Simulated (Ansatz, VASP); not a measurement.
## Two plane-wave programs on MgO

The input POSCAR:

```
MgO
1.0
    0.0000000000      2.1085000000      2.1085000000
    2.1085000000      0.0000000000      2.1085000000
    2.1085000000      2.1085000000      0.0000000000
Mg O
1 1
Direct
    0.0000000000      0.0000000000      0.0000000000
    0.5000000000      0.5000000000      0.5000000000
```

INCAR.step1

```
SYSTEM = MgO
ALGO = Normal
EDIFF = 1E-4
ENCUT = 600
GGA = PE
ISMEAR = 0
LASPH = .True.
LCHARG = .False.
LREAL = .False.
LWAVE = .True.
NELM = 100
PREC = Accurate
SIGMA = 0.01
```

File INCAR.step2:

```
SYSTEM = MgO
ALGO = Normal
BPARAM = 11.95
CPARAM = 0.0093
EDIFF = 1E-6
EDIFFG = -0.01
ENCUT = 600
IBRION = 2
ISIF = 3
ISMEAR = 0
ISTART = 1
IVDW_NL = 2
LASPH = .True.
LCHARG = .False.
LMIXTAU = .True.
LREAL = .False.
LUSE_VDW = .True.
LWAVE = .False.
METAGGA = R2SCAN
NELM = 100
NSW = 80
PREC = Accurate
SIGMA = 0.01
```

File KPOINTS:

```
k-points
0
Gamma
  8 8 8
  0 0 0
```

Input for Ansatz:

```yaml
crystal:
  lattice:
    - [0.0, 2.1085, 2.1085]
    - [2.1085, 0.0, 2.1085]
    - [2.1085, 2.1085, 0.0]
  atoms:
    - { symbol: Mg, position: [0.0, 0.0, 0.0] }
    - { symbol: O, position: [0.5, 0.5, 0.5] }
kpoints:
  mp_grid:
    grid: [8, 8, 8]
hamiltonian:
  xc: r2scan
  dispersion: rvv10
scf:
  occupations:
    method: fixed
relax:
  f_tol: 0.01
  cell: {}
```

Alike in both runs: task relaxation of cell and atoms; functional r2SCAN; dispersion rVV10; k mesh 8 × 8 × 8; no spin polarisation.

|  | VASP | Ansatz |
| --- | --- | --- |
| version | VASP 6.6.1 | Ansatz 0.2.0 |
| potentials or method | VASP PAW PBE potentials, release 64 (Mg, O) | plane waves, PAW |
| plane-wave cutoff (eV) | 600 | 500 |
| occupations | gaussian, width 0.01 eV | fixed |
| valence electrons in the cell | 8 | 16 |

```csv
,VASP,Ansatz,Ansatz less VASP
relaxed volume (Å³/atom),9.16,9.23,+0.069
relaxed cell length with the largest relative difference (Å),2.959,2.966,+0.0074
```

VASP's potentials were made for PBE, not for r2SCAN. VASP's potentials hold 8 valence electrons a cell and Ansatz's 16, so a difference there can come from the potentials and not from the codes.
